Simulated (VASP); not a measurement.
# Ga2Sb2CO in VASP: further runs

Ga2Sb2CO is run at these levels: PBE+D3(BJ); tasks: single point.

Everything below comes from runs of VASP 6.6.1. Logs are shortened: lines on timing, memory, paths and dates and some standing lists are left out, and cuts for length are marked.

## 1. The cell of the first run

The cell holds a slab with vacuum, 6 atoms: a = 4.334 Å, b = 4.334 Å, c = 23.320 Å, α = 90.00°, β = 90.00°, γ = 120.00°.

## 2. Single point, PBE+D3(BJ)

Contents of INCAR:

```
  PREC = Accurate
  ENCUT = 520
  EDIFF = 1E-6
  ISMEAR = 0
  SIGMA = 0.1
  LREAL = F
  LASPH = T
  NELM = 60
  ALGO = Normal
  ISIF = 2
  LWAVE = F
  LCHARG = F
  LDIPOL = T
  IDIPOL = 3
  DIPOL = 0.5 0.5 0.353
  GGA = PE
  IVDW = 12
  NBANDS = 32
```

Contents of KPOINTS:

```
regular mesh
0
Gamma
  6 6 1
```

Contents of POSCAR:

```
Ga2Sb2CO
1.0
    4.3343814621      0.0000000000      0.0000000000
   -2.1671907311      3.7536844559      0.0000000000
    0.0000000000      0.0000000000     23.3197422777
Sb Ga O C
2 2 1 1
Direct
    0.0000000000      0.0000000000      0.1715284823
    0.3333333333      0.6666666667      0.3301590654
    0.3333333333      0.6666666667      0.2094685204
    0.6666666667      0.3333333333      0.3632005095
    0.8888888889      0.7777777778      0.4961350833
    0.8888888889      0.7777777778      0.5454495220
```

Potentials or basis: VASP PAW PBE potentials, release 64 (Sb, Ga_d, O, C).

Launch:

```sh
$ cat potpaw_PBE.64/Sb/POTCAR potpaw_PBE.64/Ga_d/POTCAR potpaw_PBE.64/O/POTCAR potpaw_PBE.64/C/POTCAR > POTCAR
$ mpirun -np 1 vasp_std > vasp.out
```

OUTCAR:

```text
PREC = Accurate
   ENCUT = 520
   EDIFF = 1E-6
   ISMEAR = 0
   LREAL = F
   LASPH = T
   NELM = 60
   ISIF = 2
   GGA = PE
   IVDW = 12
 IVDW          = 12

 ion  position               nearest neighbor table
   1  0.000  0.000  0.172-   3 2.65   3 2.65   3 2.65
   2  0.333  0.667  0.330-   4 2.62   4 2.62   4 2.62   3 2.81
   3  0.333  0.667  0.209-   1 2.65   1 2.65   1 2.65   2 2.81
   4  0.667  0.333  0.363-   2 2.62   2 2.62   2 2.62
   5  0.889  0.778  0.496-   6 1.15
   6  0.889  0.778  0.545-   5 1.15

  LATTYP: Found a hexagonal cell.
 ALAT       =     4.3343814621
 C/A-ratio  =     5.3801776520

  Lattice vectors:

 A1 = (   4.3343814621,   0.0000000000,   0.0000000000)
 A2 = (  -2.1671907311,   3.7536844559,   0.0000000000)
 A3 = (   0.0000000000,   0.0000000000,  23.3197422777)

Analysis of symmetry for initial positions (statically):
=====================================================================
 Subroutine PRICEL returns:
 Original cell was already a primitive cell.

 Routine SETGRP: Setting up the symmetry group for a
 hexagonal supercell.

 Subroutine GETGRP returns: Found  2 space group operations
 (whereof  2 operations were pure point group operations)
 out of a pool of 24 trial point group operations.

The static configuration has the point symmetry C_1h.

Analysis of symmetry for dynamics (positions and initial velocities):
=====================================================================
 Subroutine PRICEL returns:
 Original cell was already a primitive cell.

 Routine SETGRP: Setting up the symmetry group for a
 hexagonal supercell.

 Subroutine GETGRP returns: Found  2 space group operations
 (whereof  2 operations were pure point group operations)
 out of a pool of 24 trial point group operations.

The dynamic configuration has the point symmetry C_1h.

 Subroutine INISYM returns: Found  2 space group operations
 (whereof  2 operations are pure point group operations),
 and found     1 'primitive' translations

----------------------------------------------------------------------------------------

                                     Primitive cell

  volume of cell :     379.4099

  direct lattice vectors                    reciprocal lattice vectors
     4.334381462  0.000000000  0.000000000     0.230713427  0.133202459  0.000000000
    -2.167190731  3.753684456  0.000000000     0.000000000  0.266404918  0.000000000
     0.000000000  0.000000000 23.319742278     0.000000000  0.000000000  0.042882121

  length of vectors
     4.334381462  4.334381462 23.319742278     0.266404918  0.266404918  0.042882121

  position of ions in fractional coordinates (direct lattice)
     0.000000000  0.000000000  0.171528482
     0.333333333  0.666666667  0.330159065
     0.333333333  0.666666667  0.209468520
     0.666666667  0.333333333  0.363200509
     0.888888889  0.777777778  0.496135083
     0.888888889  0.777777778  0.545449522

  ion indices of the primitive-cell ions
   primitive index   ion index
                 1           1
                 2           2
                 3           3
                 4           4
                 5           5
                 6           6

----------------------------------------------------------------------------------------

 KPOINTS: regular mesh

Automatic generation of k-mesh.
 Grid dimensions read from file:
 generate k-points for:    6    6    1

 Generating k-lattice:

  Cartesian coordinates                     Fractional coordinates (reciprocal lattice)
     0.038452238  0.022200410  0.000000000     0.166666667  0.000000000  0.000000000
     0.000000000  0.044400820  0.000000000     0.000000000  0.166666667  0.000000000
     0.000000000  0.000000000  0.042882121     0.000000000  0.000000000  1.000000000

  Length of vectors
     0.044400820  0.044400820  0.042882121

  Shift w.r.t. Gamma in fractional coordinates (k-lattice)
     0.000000000  0.000000000  0.000000000

 Subroutine IBZKPT returns following result:
 ===========================================

 Found     13 irreducible k-points:

 Following reciprocal coordinates:
            Coordinates               Weight
  0.000000  0.000000  0.000000      1.000000
  0.166667  0.000000  0.000000      4.000000
  0.000000  0.166667  0.000000      2.000000
  0.333333  0.000000  0.000000      4.000000
  0.000000  0.333333  0.000000      2.000000
  0.500000  0.000000  0.000000      2.000000
  0.000000  0.500000  0.000000      1.000000
  0.166667  0.166667  0.000000      4.000000
 -0.333333  0.166667  0.000000      2.000000
  0.333333  0.166667  0.000000      4.000000
 -0.166667  0.500000  0.000000      4.000000
  0.500000  0.333333  0.000000      4.000000
  0.333333  0.333333  0.000000      2.000000
   k-points           NKPTS =     13   k-points in BZ     NKDIM =     13   number of bands    NBANDS=     32
   number of dos      NEDOS =    301   number of ions     NIONS =      6
   total plane-waves  NPLWV = 184320
   dimension x,y,z NGX =    32 NGY =   32 NGZ =  180
   dimension x,y,z NGXF=    64 NGYF=   64 NGZF=  360
   ions per type =               2   2   1   1
   NGX,Y,Z   is equivalent  to a cutoff of  12.27, 12.27, 12.83 a.u.
   NGXF,Y,Z  is equivalent  to a cutoff of  24.55, 24.55, 25.66 a.u.
 SYSTEM =  unknown system
   PREC   = accura    normal or accurate (medium, high low for compatibility)
   ISTART =      0    job   : 0-new  1-cont  2-samecut
   ICHARG =      2    charge: 1-file 2-atom 10-const
   ISPIN  =      1    spin polarized calculation?
   LNONCOLLINEAR =      F non collinear calculations
   LSORBIT =      F    spin-orbit coupling
   LASPH  =      T    aspherical Exc in radial PAW
   ENCUT  =  520.0 eV  38.22 Ry    6.18 a.u.   8.06  8.06 43.36*2*pi/ulx,y,z
   NELM   =     60;   NELMIN=  2; NELMDL= -5     # of ELM steps
   EDIFF  = 0.1E-05   stopping-criterion for ELM
   LREAL  =      F    real-space projection
   EDIFFG = 0.1E-04   stopping-criterion for IOM
   NSW    =      0    number of steps for IOM
   IBRION =     -1    ionic relax: 0-MD 1-quasi-New 2-CG
   NFREE  =      0    steps in history (QN), initial steepest desc. (CG)
   ISIF   =      2    stress and relaxation
   ISYM   =      2    0-nonsym 1-usesym 2-fastsym
   POTIM  = 0.5000    time-step for ionic-motion
   TEBEG  =    0.0;   TEEND  =   0.0 temperature during run
   PSTRESS=    0.0 pullay stress
   NELECT =      46.0000    total number of electrons
   NUPDOWN=      -1.0000    fix difference up-down
   EMIN   =  10.00;   EMAX   =-10.00  energy-range for DOS
   EFERMI =   0.00;   METHOD = LEGACY
   ISMEAR =     0;   SIGMA  =   0.10  broadening in eV -4-tet -1-fermi 0-gaus
   EFERMI_NEDOS =   21; number of points for ismear=-14 and -15
   IALGO  =     38    algorithm
   IMIX   =      4    mixing-type and parameters
     AMIX     =   0.40;   BMIX     =  1.00
     AMIX_MAG =   1.60;   BMIX_MAG =  1.00
  volume/ion in A,a.u.               =      63.23       426.73
  Fermi-wavevector in a.u.,A,eV,Ry     =   0.810260  1.531170  8.932521  0.656522
  Thomas-Fermi vector in A             =   1.919403
   LORBIT       =      0    0 simple, 1 ext, 2 COOP (PROOUT), +10 PAW based schemes
   GGA     = PE    functional components
   LHFCALC =     F    Hartree Fock is set to
   AEXX    =    0.0000 exact exchange contribution
   IVDW    =    12    specifies the selected vdW correction
   LEPSILON=     F    determine dielectric tensor
   LRPA    =     F    only Hartree local field effects (RPA)
 non-spin polarized calculation
 Gauss-broadening in eV      SIGMA  =   0.10
  energy-cutoff  :      520.00
  volume of cell :      379.41
 maximum number of plane-waves:     10242
   NGX = 17   NGY = 17   NGZ = 87

 dipolmoment           0.000000      0.000000      0.000056 electrons x Angstroem

 number of electron      46.0000009 magnetization

 dipolmoment           0.000000      0.000000     -0.099261 electrons x Angstroem

 Free energy of the ion-electron system (eV)
  ---------------------------------------------------
  ext. energy  EPLUGINS =         0.00000000
  ---------------------------------------------------
  free energy    TOTEN  =       -28.25463939 eV

  energy without entropy =      -28.24813079  energy(sigma->0) =      -28.25138509

 E-fermi :  -0.9385     XC(G=0):  -4.1676

 val. band max:       -0.9526157227   @ k =   0.0000   0.0000   0.0000
 cond. band min:      -0.9204787232   @ k =   0.3333   0.3333   0.0000
 fundamental gap:      0.0321369995
 Fermi energy:        -0.9384716478

 k-point     1 :       0.0000    0.0000    0.0000
  band No.  band energies     occupation
      1     -26.8400      2.00000
      2     -16.4904      2.00000
      3     -16.4443      2.00000
      4     -16.4430      2.00000
      5     -16.3824      2.00000
      6     -16.3815      2.00000
[... 24 lines left out ...]
     31       2.5059      0.00000
     32       2.8921      0.00000

 k-point     2 :       0.1667    0.0000    0.0000
  band No.  band energies     occupation
      1     -26.8384      2.00000
      2     -16.4866      2.00000
      3     -16.4477      2.00000
      4     -16.4439      2.00000
      5     -16.3846      2.00000
      6     -16.3776      2.00000
[... 24 lines left out ...]
     31       2.9064      0.00000
     32       3.0218      0.00000
[... 348 lines left out ...]
     31       3.8580      0.00000
     32       4.1249      0.00000

 k-point    13 :       0.3333    0.3333    0.0000
  band No.  band energies     occupation
      1     -26.8322      2.00000
      2     -16.4700      2.00000
      3     -16.4637      2.00000
      4     -16.4468      2.00000
      5     -16.3901      2.00000
      6     -16.3661      2.00000
[... 24 lines left out ...]
     31       4.3971      0.00000
     32       4.6231      0.00000

------------------------ aborting loop because EDIFF is reached ----------------------------------------

 vacuum level on the upper side and lower side of the slab       (xc-potential included)        -0.546         0.533

 Edisp (eV)   -1.00022

 E8    (eV) :    -0.4649

  FORCE on cell =-STRESS in cart. coord.  units (eV):
  Direction    XX          YY          ZZ          XY          YZ          ZX
  --------------------------------------------------------------------------------------
  -------------------------------------------------------------------------------------
  Total      -0.08044    -0.04758    -1.02567     0.00000     0.06335    -0.00000
  in kB      -0.33968    -0.20092    -4.33122     0.00000     0.26752    -0.00000
  external pressure =       -1.62 kB  Pullay stress =        0.00 kB

 VOLUME and BASIS-vectors are now :
 -----------------------------------------------------------------------------
  energy-cutoff  :      520.00
  volume of cell :      379.41
      direct lattice vectors                 reciprocal lattice vectors
     4.334381462  0.000000000  0.000000000     0.230713427  0.133202459  0.000000000
    -2.167190731  3.753684456  0.000000000     0.000000000  0.266404918  0.000000000
     0.000000000  0.000000000 23.319742278     0.000000000  0.000000000  0.042882121

 POSITION                                       TOTAL-FORCE (eV/Angst)
 -----------------------------------------------------------------------------------
      0.00000      0.00000      4.00000         0.000000     -0.000161      0.157767
     -0.00000      2.50246      7.69922         0.000000     -0.008014     -0.020815
     -0.00000      2.50246      4.88475        -0.000000      0.000044     -0.134328
      2.16719      1.25123      8.46974         0.000000     -0.013452     -0.001486
      2.16719      2.91953     11.56974        -0.000000      0.028311      0.656536
      2.16719      2.91953     12.71974         0.000000     -0.006728     -0.657673
 -----------------------------------------------------------------------------------
    total drift:                               -0.000002      0.000438      0.000759

  FREE ENERGIE OF THE ION-ELECTRON SYSTEM (eV)
  ---------------------------------------------------
  free  energy   TOTEN  =       -29.2548577991 eV

  energy  without entropy=      -29.2483491969  energy(sigma->0) =      -29.25160350

 vacuum level on the upper side and lower side of the slab         2.837         3.942
```

Run time: 2.9 min. Hardware: 1 thread of AMD EPYC 9R45 (Zen 5), shared host; peak memory 0.54 GiB.

Results:

| Item | Value |
| --- | --- |
| Free energy | -29.2549 eV |
| Largest force | 0.658 eV/Å |
| Band gap on the k mesh | 0.03 eV (least direct gap 0.14 eV) |
| Dispersion energy per atom | -0.167 eV |

Forces on the atoms (eV/Å):
```
Sb   0.000  0.000  0.158
Sb   0.000 -0.008 -0.021
Ga   0.000  0.000 -0.134
Ga   0.000 -0.013 -0.001
O    0.000  0.028  0.657
C    0.000 -0.007 -0.658
```

Caveat: spin-orbit coupling is left out, which moves the levels of the heavy elements.

## 3. Single point, PBE+D3(BJ)

Contents of INCAR:

```
ALGO = Normal
DIPOL = 0.5 0.5 0.353
EDIFF = 1E-6
ENCUT = 520
GGA = PE
IDIPOL = 3
ISIF = 2
ISMEAR = 0
IVDW = 12
LASPH = T
LCHARG = F
LDIPOL = T
LREAL = F
LWAVE = F
NBANDS = 32
NELM = 60
PREC = Accurate
SIGMA = 0.1
```

Contents of KPOINTS:

```
k-points
0
Gamma
  6 6 1
```

POSCAR: that of step 2 with these lines changed.

```diff
@@ -12,3 +12,3 @@
     0.6666666667      0.3333333333      0.3632005095
-    0.8888888889      0.7777777778      0.4961350833
-    0.8888888889      0.7777777778      0.5454495220
+    1.1111111111      0.5555555556      0.4961350833
+    1.1111111111      0.5555555556      0.5454495220
```

Potentials or basis: VASP PAW PBE potentials, release 64 (Sb, Ga_d, O, C).

Launch:

```sh
$ cat potpaw_PBE.64/Sb/POTCAR potpaw_PBE.64/Ga_d/POTCAR potpaw_PBE.64/O/POTCAR potpaw_PBE.64/C/POTCAR > POTCAR
$ mpirun -np 1 vasp_std > vasp.out
```

It took 2.7 min on 1 thread of AMD EPYC 9R45 (Zen 5), shared host; peak memory 0.54 GiB.

The run converged. Its results:

```yaml
Free_energy: -29.2377 eV
Largest_force: 0.701 eV/Å
Band_gap_on_the_k_mesh: 0.03 eV (least direct gap 0.15 eV)
Dispersion_energy_per_atom: -0.167 eV
```

Forces on the atoms (eV/Å):
```
Sb   0.006  0.004  0.153
Sb  -0.003 -0.001 -0.065
Ga  -0.001 -0.001 -0.121
Ga  -0.007 -0.004 -0.013
O    0.005  0.003  0.701
C   -0.001  0.000 -0.655
```

Levels at points of the mesh, in eV from the valence-band top:
```csv
k point,band 19,band 20,band 21,band 22,band 23,band 24,band 25,band 26,band 27,band 28
"(0.00, 0.00, 0.00)",-2.09,-1.12,-1.12,0.00,0.00,0.15,0.88,1.39,1.39,1.79
"(0.50, 0.00, 0.00)",-5.75,-2.52,-2.46,-1.30,-1.20,0.36,0.67,1.19,1.25,1.69
"(0.00, 0.50, 0.00)",-5.75,-2.51,-2.46,-1.30,-1.19,0.36,0.64,1.18,1.27,1.66
```

Caveat: spin-orbit coupling is left out, which moves the levels of the heavy elements.

(Part 1 of 2 ends here.)
